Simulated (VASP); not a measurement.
# TaN (I4/mmm) in VASP: further runs

The runs below take TaN through single point, with PBEsol.

All numbers are computed with VASP 6.6.1; they aren't measurements. Logs are shortened: lines on timing, memory, paths and dates and some standing lists are left out, and cuts for length are marked.

### Step 1. The cell of the first run

Symmetry: I4/mmm, No. 139, tetragonal system. Conventional cell: a = 3.094 Å, b = 3.094 Å, c = 4.200 Å, α = 90.00°, β = 90.00°, γ = 90.00°. Ta (site symmetry 4/mmm) has 6 N at 2.10 to 2.19 Å within 2.8 Å. Within 2.8 Å of N (site symmetry 4/mmm) lie 6 Ta at 2.10 to 2.19 Å.

### Step 2. Single point, PBEsol (engineering shear strain xz +0.0000, normal strain along z -0.0400)

INCAR

```
SYSTEM = TaN
  ALGO = Normal
  EDIFF = 1E-6
  ENCUT = 520
  GGA = PS
  ISIF = 2
  ISMEAR = 0
  LASPH = .TRUE.
  LCHARG = .FALSE.
  LREAL = .FALSE.
  LWAVE = .FALSE.
  NBANDS = 15
  NELM = 100
  PREC = Accurate
  SIGMA = 0.15
```

KPOINTS

```
k-points
0
G
  18 18 18
  0 0 0
```

POSCAR

```
TaN
1.0
    0.0000000000      2.1874436400      2.0999458944
    2.1874436400      0.0000000000      2.0999458944
    2.1874436400      2.1874436400      0.0000000000
Ta N
1 1
Direct
    0.5000000000      0.5000000000      0.5000000000
    0.0000000000      0.0000000000      0.0000000000
```

Potentials or basis: VASP PAW PBE potentials, release 64 (Ta_pv, N).

Launch:

```sh
cat potpaw_PBE.64/Ta_pv/POTCAR potpaw_PBE.64/N/POTCAR > POTCAR
mpirun -np 1 vasp_std > vasp.out
```

OUTCAR:

```text
SYSTEM = TaN
   EDIFF = 1E-6
   ENCUT = 520
   GGA = PS
   ISIF = 2
   ISMEAR = 0
   LASPH = .TRUE.
   LREAL = .FALSE.
   NELM = 100
   PREC = Accurate

 ion  position               nearest neighbor table
   1  0.500  0.500  0.500-   2 2.10   2 2.10   2 2.19   2 2.19   2 2.19   2 2.19
   2  0.000  0.000  0.000-   1 2.10   1 2.10   1 2.19   1 2.19   1 2.19   1 2.19

  LATTYP: Found a body centered tetragonal cell.
 ALAT       =     3.0935124626
 C/A-ratio  =     1.3576450199

  Lattice vectors:

 A1 = (   0.0000000000,  -2.1874436400,  -2.0999458944)
 A2 = (   0.0000000000,   2.1874436400,  -2.0999458944)
 A3 = (   2.1874436400,   0.0000000000,   2.0999458944)

Analysis of symmetry for initial positions (statically):
=====================================================================
 Subroutine PRICEL returns:
 Original cell was already a primitive cell.

 Routine SETGRP: Setting up the symmetry group for a
 body centered tetragonal supercell.

 Subroutine GETGRP returns: Found 16 space group operations
 (whereof 16 operations were pure point group operations)
 out of a pool of 16 trial point group operations.

The static configuration has the point symmetry D_4h.

Analysis of symmetry for dynamics (positions and initial velocities):
=====================================================================
 Subroutine PRICEL returns:
 Original cell was already a primitive cell.

 Routine SETGRP: Setting up the symmetry group for a
 body centered tetragonal supercell.

 Subroutine GETGRP returns: Found 16 space group operations
 (whereof 16 operations were pure point group operations)
 out of a pool of 16 trial point group operations.

The dynamic configuration has the point symmetry D_4h.

 Subroutine INISYM returns: Found 16 space group operations
 (whereof 16 operations are pure point group operations),
 and found     1 'primitive' translations

----------------------------------------------------------------------------------------

                                     Primitive cell

  volume of cell :      20.0961

  direct lattice vectors                    reciprocal lattice vectors
     0.000000000  2.187443640  2.099945894    -0.228577318  0.228577318  0.238101373
     2.187443640  0.000000000  2.099945894     0.228577318 -0.228577318  0.238101373
     2.187443640  2.187443640  0.000000000     0.228577318  0.228577318 -0.238101373

  length of vectors
     3.032273477  3.032273477  3.093512463     0.401481561  0.401481561  0.401481561

  position of ions in fractional coordinates (direct lattice)
     0.500000000  0.500000000  0.500000000
     0.000000000  0.000000000  0.000000000

  ion indices of the primitive-cell ions
   primitive index   ion index
                 1           1
                 2           2

----------------------------------------------------------------------------------------

 KPOINTS: k-points

Automatic generation of k-mesh.
 Grid dimensions read from file:
 generate k-points for:   18   18   18

 Generating k-lattice:

  Cartesian coordinates                     Fractional coordinates (reciprocal lattice)
    -0.012698740  0.012698740  0.013227854     0.055555556 -0.000000000  0.000000000
     0.012698740 -0.012698740  0.013227854    -0.000000000  0.055555556  0.000000000
     0.012698740  0.012698740 -0.013227854     0.000000000  0.000000000  0.055555556

  Length of vectors
     0.022304531  0.022304531  0.022304531

  Shift w.r.t. Gamma in fractional coordinates (k-lattice)
     0.000000000  0.000000000  0.000000000

 Subroutine IBZKPT returns following result:
 ===========================================

 Found    480 irreducible k-points:

 Following reciprocal coordinates:
            Coordinates               Weight
  0.000000  0.000000  0.000000      1.000000
  0.055556  0.000000  0.000000      8.000000
  0.111111  0.000000  0.000000      8.000000
  0.166667  0.000000  0.000000      8.000000
  0.222222  0.000000  0.000000      8.000000
  0.277778  0.000000  0.000000      8.000000
[... 16 lines left out ...]
 -0.277778  0.055556  0.000000      8.000000
 -0.222222  0.055556  0.000000      8.000000
 [... further k-points ...]
   k-points           NKPTS =    480   k-points in BZ     NKDIM =    480   number of bands    NBANDS=     15
   number of dos      NEDOS =    301   number of ions     NIONS =      2
   total plane-waves  NPLWV =  13824
   dimension x,y,z NGX =    24 NGY =   24 NGZ =   24
   dimension x,y,z NGXF=    48 NGYF=   48 NGZF=   48
   ions per type =               1   1
   NGX,Y,Z   is equivalent  to a cutoff of  13.16, 13.16, 12.90 a.u.
   NGXF,Y,Z  is equivalent  to a cutoff of  26.32, 26.32, 25.80 a.u.
 SYSTEM =  TaN
   PREC   = accura    normal or accurate (medium, high low for compatibility)
   ISTART =      0    job   : 0-new  1-cont  2-samecut
   ICHARG =      2    charge: 1-file 2-atom 10-const
   ISPIN  =      1    spin polarized calculation?
   LNONCOLLINEAR =      F non collinear calculations
   LSORBIT =      F    spin-orbit coupling
   LASPH  =      T    aspherical Exc in radial PAW
   ENCUT  =  520.0 eV  38.22 Ry    6.18 a.u.   5.64  5.64  5.75*2*pi/ulx,y,z
   NELM   =    100;   NELMIN=  2; NELMDL= -5     # of ELM steps
   EDIFF  = 0.1E-05   stopping-criterion for ELM
   LREAL  =      F    real-space projection
   EDIFFG = 0.1E-04   stopping-criterion for IOM
   NSW    =      0    number of steps for IOM
   IBRION =     -1    ionic relax: 0-MD 1-quasi-New 2-CG
   NFREE  =      0    steps in history (QN), initial steepest desc. (CG)
   ISIF   =      2    stress and relaxation
   ISYM   =      2    0-nonsym 1-usesym 2-fastsym
   POTIM  = 0.5000    time-step for ionic-motion
   TEBEG  =    0.0;   TEEND  =   0.0 temperature during run
   PSTRESS=    0.0 pullay stress
   NELECT =      16.0000    total number of electrons
   NUPDOWN=      -1.0000    fix difference up-down
   EMIN   =  10.00;   EMAX   =-10.00  energy-range for DOS
   EFERMI =   0.00;   METHOD = LEGACY
   ISMEAR =     0;   SIGMA  =   0.15  broadening in eV -4-tet -1-fermi 0-gaus
   EFERMI_NEDOS =   21; number of points for ismear=-14 and -15
   IALGO  =     38    algorithm
   IMIX   =      4    mixing-type and parameters
     AMIX     =   0.40;   BMIX     =  1.00
     AMIX_MAG =   1.60;   BMIX_MAG =  1.00
  volume/ion in A,a.u.               =      10.05        67.81
  Fermi-wavevector in a.u.,A,eV,Ry     =   1.517321  2.867321 31.324201  2.302264
  Thomas-Fermi vector in A             =   2.626592
   LORBIT       =      0    0 simple, 1 ext, 2 COOP (PROOUT), +10 PAW based schemes
   GGA     = PS    functional components
   LHFCALC =     F    Hartree Fock is set to
   AEXX    =    0.0000 exact exchange contribution
   IVDW    =     0    specifies the selected vdW correction
   LEPSILON=     F    determine dielectric tensor
   LRPA    =     F    only Hartree local field effects (RPA)
 non-spin polarized calculation
 Gauss-broadening in eV      SIGMA  =   0.15
  energy-cutoff  :      520.00
  volume of cell :       20.10
 maximum number of plane-waves:       556
   NGX = 11   NGY = 11   NGZ = 11

 number of electron      15.9999997 magnetization

 Free energy of the ion-electron system (eV)
  ---------------------------------------------------
  ext. energy  EPLUGINS =         0.00000000
  ---------------------------------------------------
  free energy    TOTEN  =       -23.11215781 eV

  energy without entropy =      -23.10368977  energy(sigma->0) =      -23.10792379

 E-fermi :  10.0266     XC(G=0): -13.8995

 val. band max:       10.0248572472   @ k =  -0.3333   0.2778   0.0556
 cond. band min:      10.0341517889   @ k =  -0.2778   0.3333   0.0556
 fundamental gap:      0.0092945417
 Fermi energy:        10.0266340602

 k-point     1 :       0.0000    0.0000    0.0000
  band No.  band energies     occupation
      1     -25.5627      2.00000
      2     -25.5627      2.00000
      3     -25.5555      2.00000
      4      -9.2581      2.00000
      5       5.9908      2.00000
      6       5.9908      2.00000
      7       6.2375      2.00000
      8       7.5730      2.00000
      9       7.5730      2.00000
     10       8.0929      2.00000
     11       9.7566      1.98909
     12      10.0242      1.01800
     13      12.4697      0.00000
     14      19.4445      0.00000
     15      22.5385      0.00000

 k-point     2 :       0.0556    0.0000    0.0000
  band No.  band energies     occupation
      1     -25.5959      2.00000
      2     -25.5667      2.00000
      3     -25.5599      2.00000
      4      -9.1721      2.00000
      5       5.5785      2.00000
      6       5.6741      2.00000
      7       5.8982      2.00000
      8       7.7347      2.00000
      9       7.7906      2.00000
     10       8.2172      2.00000
     11      10.0940      0.52514
     12      10.3741      0.00105
     13      12.7067      0.00000
     14      19.6982      0.00000
     15      22.5383      0.00000

 k-point     3 :       0.1111    0.0000    0.0000
  band No.  band energies     occupation
      1     -25.6966      2.00000
      2     -25.5784      2.00000
      3     -25.5660      2.00000
      4      -8.9223      2.00000
      5       4.6762      2.00000
      6       5.0133      2.00000
      7       5.2149      2.00000
      8       8.0934      2.00000
      9       8.1642      2.00000
     10       8.4746      2.00000
     11      10.9355      0.00000
     12      11.2353      0.00000
     13      13.3392      0.00000
     14      20.4154      0.00000
     15      22.5378      0.00000

 k-point     4 :       0.1667    0.0000    0.0000
  band No.  band energies     occupation
      1     -25.8476      2.00000
      2     -25.5962      2.00000
      3     -25.5750      2.00000
      4      -8.5312      2.00000
      5       3.6278      2.00000
      6       4.2956      2.00000
      7       4.4646      2.00000
      8       8.5713      2.00000
      9       8.5898      2.00000
     10       8.8181      2.00000
     11      12.0294      0.00000
     12      12.3307      0.00000
     13      14.2007      0.00000
     14      21.4545      0.00000
     15      22.5369      0.00000
[... 307 lines left out ...]
 k-point    22 :      -0.3333    0.0556    0.0000
  band No.  band energies     occupation
      1     -26.4111      2.00000
      2     -25.6597      2.00000
      3     -25.6505      2.00000
      4      -6.7681      2.00000
      5       0.4012      2.00000
      6       2.4032      2.00000
      7       2.8037      2.00000
      8      10.0886      0.55892
      9      10.6188      0.00000
     10      11.4881      0.00000
     11      15.4891      0.00000
     12      16.2895      0.00000
     13      16.4780      0.00000
     14      22.2534      0.00000
     15      22.6793      0.00000

 k-point    23 :      -0.2778    0.0556    0.0000
  band No.  band energies     occupation
      1     -26.2544      2.00000
      2     -25.6425      2.00000
      3     -25.6362      2.00000
      4      -7.3172      2.00000
      5       1.2046      2.00000
      6       2.7777      2.00000
      7       3.3055      2.00000
      8       9.4371      2.00000
      9       9.8095      1.95936
     10      10.8897      0.00000
     11      15.0307      0.00000
     12      15.4053      0.00000
     13      15.4405      0.00000
     14      22.4768      0.00000
     15      22.9321      0.00000

 k-point    24 :      -0.2222    0.0556    0.0000
  band No.  band energies     occupation
      1     -26.0769      2.00000
      2     -25.6305      2.00000
      3     -25.6125      2.00000
      4      -7.8673      2.00000
      5       2.1124      2.00000
      6       3.2722      2.00000
      7       3.9046      2.00000
      8       8.9373      2.00000
      9       9.0683      2.00000
     10      10.2446      0.03992
     11      13.7997      0.00000
     12      14.2751      0.00000
     13      14.8418      0.00000
     14      22.5180      0.00000
     15      22.8703      0.00000

 [... further k-points ...]

------------------------ aborting loop because EDIFF is reached ----------------------------------------

  FORCE on cell =-STRESS in cart. coord.  units (eV):
  Direction    XX          YY          ZZ          XY          YZ          ZX
  --------------------------------------------------------------------------------------
  -------------------------------------------------------------------------------------
  Total        0.9390394      0.9390394      5.2828649      0.0000000     -0.0000000      0.0000000
  in kB       74.8656397     74.8656397    421.1804846      0.0000000     -0.0000000      0.0000000
  external PRESSURE =     190.3039213 kB  Pullay stress =       0.0000000 kB

 VOLUME and BASIS-vectors are now :
 -----------------------------------------------------------------------------
  energy-cutoff  :      520.00
  volume of cell :       20.10
      direct lattice vectors                 reciprocal lattice vectors
     0.000000000  2.187443640  2.099945894    -0.228577318  0.228577318  0.238101373
     2.187443640  0.000000000  2.099945894     0.228577318 -0.228577318  0.238101373
     2.187443640  2.187443640  0.000000000     0.228577318  0.228577318 -0.238101373

 POSITION                                       TOTAL-FORCE (eV/Angst)
 -----------------------------------------------------------------------------------
      2.18744      2.18744      2.09995         0.000000     -0.000000      0.000000
      0.00000      0.00000      0.00000        -0.000000      0.000000      0.000000
 -----------------------------------------------------------------------------------
    total drift:                                0.000000     -0.000000     -0.000000

  FREE ENERGIE OF THE ION-ELECTRON SYSTEM (eV)
  ---------------------------------------------------
  free  energy   TOTEN  =       -23.1121578058 eV

  energy  without entropy=      -23.1036897677  energy(sigma->0) =      -23.10792379
```

Wall time 39 s (1 thread of Intel Xeon 6975P-C (Granite Rapids), shared host); peak memory 0.26 GiB.

Results:

```
Free energy            : -23.1122 eV
Pressure               : 19.0 GPa
Band gap on the k mesh : zero (bands 8 and 9 overlap by 4.33 eV)
```

Caveat: the cell differs from its parent crystal (engineering shear strain xz +0.0000, normal strain along z -0.0400); the cell stands under pressure; the PAW data sets were made with another functional, which shifts forces and pressure a little; spin-orbit coupling is left out, which moves the levels of the heavy elements.

### Step 3. Single point, PBEsol (engineering shear strain xz +0.0000, normal strain along z -0.0267)

INCAR

```
SYSTEM = TaN
ALGO     = Normal         ! electronic algorithm
EDIFF    = 1E-6           ! SCF threshold, eV
ENCUT    = 520            ! plane-wave cutoff, eV
GGA      = PS             ! functional
ISIF     = 2              ! what is computed and relaxed
ISMEAR   = 0              ! smearing method
LASPH    = .True.         ! aspherical terms in the spheres
LCHARG   = .False.        ! write CHGCAR
LREAL    = .False.        ! projectors in reciprocal space
LWAVE    = .False.        ! write WAVECAR
NBANDS   = 15             ! bands
NELM     = 100            ! most SCF steps
PREC     = Accurate       ! precision mode
SIGMA    = 0.15           ! smearing width, eV
```

KPOINTS

```
k-points
0
Gamma
  18 18 18
  0 0 0
```

POSCAR

```
TaN
1.0
    0.0000000000      2.1874436400      2.1290388948
    2.1874436400      0.0000000000      2.1290388948
    2.1874436400      2.1874436400      0.0000000000
Ta N
1 1
Direct
    0.5000000000      0.5000000000      0.5000000000
    0.0000000000      0.0000000000      0.0000000000
```

Potentials or basis: VASP PAW PBE potentials, release 64 (Ta_pv, N).

Launch:

```sh
cat potpaw_PBE.64/Ta_pv/POTCAR potpaw_PBE.64/N/POTCAR > POTCAR
mpirun -np 1 vasp_std > vasp.out
```

Wall time 39 s (1 thread of Intel Xeon 6975P-C (Granite Rapids), shared host); peak memory 0.26 GiB.

It converged, with:

| Quantity | Value |
| --- | --- |
| Free energy | -23.1714 eV |
| Pressure | 12.3 GPa |
| Band gap on the k mesh | zero (bands 8 and 9 overlap by 4.27 eV) |

Stress tensor (GPa, compression positive):
```
 5.35  0.00  0.00
 0.00  5.35  0.00
 0.00  0.00 26.17
```

Levels at points of the mesh, in eV from the Fermi level:
```tsv
k point	band 4	band 5	band 6	band 7	band 8	band 9	band 10	band 11	band 12	band 13
(0.00, 0.00, 0.00)	-19.17	-3.97	-3.97	-3.82	-2.37	-2.37	-2.03	-0.17	0.07	2.10
(0.50, 0.00, 0.00)	-15.82	-10.77	-7.92	-7.91	1.90	2.16	2.19	3.93	7.66	8.31
(0.50, 0.50, 0.00)	-17.87	-6.50	-5.84	-4.81	-4.81	2.25	3.81	3.81	5.07	7.39
(0.50, 0.00, 0.50)	-17.90	-6.82	-5.78	-4.74	-4.59	2.17	3.62	3.98	5.05	7.20
```

Caveat: the cell differs from its parent crystal (engineering shear strain xz +0.0000, normal strain along z -0.0267); the cell stands under pressure; the PAW data sets were made with another functional, which shifts forces and pressure a little; spin-orbit coupling is left out, which moves the levels of the heavy elements.

### Step 4. Single point, PBEsol (engineering shear strain xz +0.0000, normal strain along z -0.0133)

INCAR

```
PREC     = Accurate       # precision mode
ENCUT    = 520            # plane-wave cutoff, eV
EDIFF    = 1E-6           # SCF threshold, eV
ISMEAR   = 0              # smearing method
SIGMA    = 0.15           # smearing width, eV
LREAL    = False          # projectors in reciprocal space
LASPH    = True           # aspherical terms in the spheres
NELM     = 100            # most SCF steps
ALGO     = Normal         # electronic algorithm
ISIF     = 2              # what is computed and relaxed
LWAVE    = False          # write WAVECAR
LCHARG   = False          # write CHGCAR
GGA      = PS             # functional
NBANDS   = 15             # bands
```

KPOINTS

```
regular mesh
0
Gamma
  18 18 18
```

POSCAR

```
TaN
1.0
    0.0000000000      2.1874436400      2.1583506396
    2.1874436400      0.0000000000      2.1583506396
    2.1874436400      2.1874436400      0.0000000000
Ta N
1 1
Direct
    0.5000000000      0.5000000000      0.5000000000
    0.0000000000      0.0000000000      0.0000000000
```

Launch:

```sh
cat potpaw_PBE.64/Ta_pv/POTCAR potpaw_PBE.64/N/POTCAR > POTCAR
mpirun -np 1 vasp_std > vasp.out
```

It took 40 s on 1 thread of Intel Xeon 6975P-C (Granite Rapids), shared host; peak memory 0.26 GiB.

Results (log left out):

```
Free energy            : -23.2052 eV
Pressure               : 6.3 GPa
Band gap on the k mesh : zero (bands 8 and 9 overlap by 4.20 eV)
```

Stress tensor (GPa, compression positive):
```
 3.24  0.00  0.00
 0.00  3.24  0.00
 0.00  0.00 12.56
```

Levels at points of the mesh, in eV from the Fermi level:
| k point | band 5 | band 6 | band 7 | band 8 | band 9 | band 10 | band 11 | band 12 |
| --- | --- | --- | --- | --- | --- | --- | --- | --- |
| (0.00, 0.00, 0.00) | -3.91 | -3.91 | -3.84 | -2.27 | -2.27 | -2.11 | -0.07 | 0.08 |
| (0.50, 0.00, 0.00) | -10.65 | -7.81 | -7.81 | 1.93 | 2.05 | 2.11 | 3.89 | 7.69 |
| (0.50, 0.50, 0.00) | -6.59 | -5.73 | -4.74 | -4.74 | 2.19 | 3.72 | 3.72 | 4.89 |
| (0.50, 0.00, 0.50) | -6.75 | -5.70 | -4.70 | -4.63 | 2.16 | 3.63 | 3.81 | 4.87 |

Caveat: the cell differs from its parent crystal (engineering shear strain xz +0.0000, normal strain along z -0.0133); the cell stands under pressure; the PAW data sets were made with another functional, which shifts forces and pressure a little; spin-orbit coupling is left out, which moves the levels of the heavy elements.

[end of part 1 of 2]
